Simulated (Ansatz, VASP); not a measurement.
Hg in VASP and in Ansatz

```xyz
2
Lattice="3.1146 0.0000 0.0000 -1.5573 2.6973 0.0000 0.0000 0.0000 5.6014" Properties=species:S:1:pos:R:3 pbc="T T T"
Hg    1.5573    0.8991    4.2011
Hg    0.0000    1.7982    1.4003
```

Alike in both runs: task single point; functional PBEsol; dispersion D3(BJ); k mesh 18 × 18 × 10; occupations gaussian, width 0.15 eV; no spin polarisation.

|  | VASP | Ansatz |
| --- | --- | --- |
| version | VASP 6.6.1 | Ansatz 0.2.0 |
| potentials or method | VASP PAW PBE potentials, release 64 (Hg), cutoff 520 eV | scalar-relativistic, plane waves, PAW |
| valence electrons in the cell | 24 | 40 |

|  | VASP | Ansatz | Ansatz less VASP |
| --- | --- | --- | --- |
| gap on the k mesh at the Fermi level (eV) | none | none | - |
| pressure (GPa) | -2.6 | -3.0 | -0.39 |
| traceless stress, the component that is largest in VASP (GPa) | -0.73 | -0.60 | +0.125 |

VASP's potentials were made for PBE, not for PBEsol. A gap of «none» marks a metal or a gap that the smearing closes. VASP's potentials hold 24 valence electrons a cell and Ansatz's 40, so a difference there can come from the potentials and not from the codes.

Neither program's run includes spin-orbit coupling.
